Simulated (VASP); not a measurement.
A run of VASP 6.6.1:

The input INCAR:

```
SYSTEM = GaP
PREC     = Accurate       ! precision mode
ENCUT    = 520            ! plane-wave cutoff, eV
EDIFF    = 1E-6           ! SCF threshold, eV
ISMEAR   = 0              ! smearing method
SIGMA    = 0.05           ! smearing width, eV
LREAL    = .False.        ! projectors in reciprocal space
LASPH    = .True.         ! aspherical terms in the spheres
NELM     = 80             ! most SCF steps
ALGO     = Normal         ! electronic algorithm
ISIF     = 2              ! what is computed and relaxed
LWAVE    = .False.        ! write WAVECAR
LCHARG   = .False.        ! write CHGCAR
LDIPOL   = .True.       
IDIPOL   = 3            
DIPOL    = 0.5 0.5 0.500
GGA      = PE             ! functional
NBANDS   = 76             ! bands
```

The input KPOINTS:

```
Automatic mesh
0
Gamma
  7 5 1
  0 0 0
```

POSCAR

```
GaP
1.0
    3.8926748794      0.0000000000      0.0000000000
    0.0000000000      5.5050736083      0.0000000000
    0.0000000000      0.0000000000     26.6780246381
Ga P
7 7
Direct
    0.5000000000      0.5564965006      0.2968395602
    0.0000000000     -0.0165570327      0.3512938802
    0.5000000000      0.4874461472      0.4277427974
    0.0000000000     -0.0150114636      0.4999981978
    0.5000000000      0.4874761053      0.5722557981
    0.0000000000     -0.0165039466      0.6486981943
    0.5000000000      0.5565836753      0.7031619395
    0.0000000000      0.7646060288      0.2735180414
    0.5000000000      0.2337940692      0.3545395122
    0.0000000000      0.7388944497      0.4263776790
    0.5000000000      0.2352838065      0.5000015029
    0.0000000000      0.7389275948      0.5736257633
    0.5000000000      0.2338641967      0.6454673724
    0.0000000000      0.7646998687      0.7264797613
```

Potentials or basis: VASP PAW PBE potentials, release 64 (Ga_d, P).

The run is started by

```console
$ cat potpaw_PBE.64/Ga_d/POTCAR potpaw_PBE.64/P/POTCAR > POTCAR
$ mpirun -np 1 vasp_std > vasp.out
```

Hardware: 1 thread of Intel(R) Xeon(R) Platinum 8488C (Sapphire Rapids) (shared host).

Task: How long does it take, and how much memory?

Result: Wall time 17 min on 1 thread of Intel(R) Xeon(R) Platinum 8488C (Sapphire Rapids) (shared host), peak memory 0.76 GiB. Counts: scf iterations 25, k points 12.
